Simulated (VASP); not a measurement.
Wanted: the native input for a VASP 6.6.1 run.

```yaml
Task: single point
Functional: PBE
Potentials_or_basis: VASP PAW PBE potentials, release 64 (B, N)
Cutoff: 520 eV
k_mesh: 12 × 12 × 6
Occupations: gaussian, width 0.05 eV
Spin: no spin polarisation
Dipole_correction: no
Further_INCAR_settings: ALGO = Normal; EDIFF = 1e-06; NBANDS = 16
```

The structure of BN lies in POSCAR:

```
BN
1.0
    2.5539396017      0.0000000000      0.0000000000
   -1.2769698009      2.2117765748      0.0000000000
    0.0000000000      0.0000000000      4.2268550000
B N
2 2
Direct
    0.4317355040      0.3333333333      1.0706987555
    0.3333333333      0.6666666667      0.4997240000
    0.6666666667      0.3333333333      0.6252760000
    0.3333333333      0.6666666667      0.1252760000
```

This cell differs from its parent crystal: atom 1 (B) moved by (-0.600, +0.300) A along x and z.

These files were run (other wordings do the same):

INCAR

```
SYSTEM = BN
ALGO = Normal
EDIFF = 1E-6
ENCUT = 520
GGA = PE
ISIF = 2
ISMEAR = 0
LASPH = .TRUE.
LCHARG = .TRUE.
LELF = .TRUE.
LREAL = .FALSE.
LVHAR = .TRUE.
LWAVE = .FALSE.
NBANDS = 16
NELM = 100
PREC = Accurate
SIGMA = 0.05
```

KPOINTS

```
k-points
0
G
  12 12 6
  0 0 0
```

Potentials or basis: VASP PAW PBE potentials, release 64 (B, N).

The run is started by

```bash
$ cat potpaw_PBE.64/B/POTCAR potpaw_PBE.64/N/POTCAR > POTCAR
$ mpirun -np 1 vasp_std > vasp.out
```

It gave:

- Pressure: 105.8 GPa
- Largest force: 44.899 eV/Å
- Band gap on the k mesh: 1.57 eV (least direct gap 3.61 eV)

Caveat: the cell differs from its parent crystal (atom 1 (B) moved by (-0.600, +0.300) A along x and z); atoms lie so close that the PAW spheres overlap strongly, which falsifies energies and pressures; the cell stands under pressure; forces of over 1 eV/Å act on the atoms, so gaps and moduli don't describe the material at rest.

Wall time 3.6 min on 1 thread of Intel Xeon 8259CL, with other jobs on the host, peak memory 0.24 GiB.
